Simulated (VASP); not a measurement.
SiC:

```
Si C
1.0
     3.07600    0.00000    0.00000
    -1.53800    2.66389    0.00000
     0.00000    0.00000    5.04800
Si C
2 2
Direct
  0.33333 0.66667 0.00000
  0.66667 0.33333 0.50000
  0.33333 0.66667 0.38500
  0.66667 0.33333 0.88500
```

Base run:

- Program: VASP 6.6.1
- Functional: PBE
- Potentials or basis: VASP PAW PBE potentials, release 64 (Si, C)
- Cutoff: 600 eV
- k mesh: 6 × 6 × 4
- Occupations: gaussian, width 0.02 eV
- Spin: no spin polarisation

Its results: band gap on the k mesh 2.32 eV (least direct gap 4.07 eV); pressure 3.5 GPa; largest force 0.745 eV/Å.

Question: The run is repeated on the same cell with these changes: k mesh from 6 × 6 × 4 to 3 × 3 × 2. What comes out?

Answer: Band gap on the k mesh 2.26 eV (least direct gap 4.34 eV); pressure 4.2 GPa; largest force 0.585 eV/Å.

Caveats: some runs use coarse meshes; the cell stands under pressure (at least some runs).

A k mesh can miss the band edges.
